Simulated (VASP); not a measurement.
Input of a VASP 6.6.1 run:

File INCAR:

```
SYSTEM = AlN
  PREC = Accurate
  ENCUT = 520
  EDIFF = 1E-6
  ISMEAR = -1
  SIGMA = 0.05
  LREAL = .False.
  LASPH = .True.
  NELM = 80
  ALGO = Normal
  ISIF = 2
  LWAVE = .False.
  LCHARG = .False.
  GGA = PS
  IVDW = 13
  NBANDS = 11
```

The input KPOINTS:

```
Automatic mesh
0
Gamma
  10 10 10
  0 0 0
```

The input POSCAR:

```
AlN
1.0
    0.0000000000      2.2127336128      2.2127336128
    2.2127336128      0.0000000000      2.2127336128
    2.2127336128      2.2127336128      0.0000000000
Al N
1 1
Direct
    0.0000000000      0.0000000000      0.0000000000
    0.2500000000      0.2500000000      0.2500000000
```

Potentials or basis: VASP PAW PBE potentials, release 64 (Al, N).

The run is started by

```console
$ cat potpaw_PBE.64/Al/POTCAR potpaw_PBE.64/N/POTCAR > POTCAR
$ mpirun -np 1 vasp_std > vasp.out
```

What does it give for the band gap on the k mesh?

3.17 eV, indirect (least direct gap 3.79 eV).

Predict the dispersion energy per atom.

-0.168 eV.

Predict the pressure.

-8.6 GPa.

Caveat: the PAW data sets were made with another functional, which shifts forces and pressure a little. A k mesh can miss the band edges.
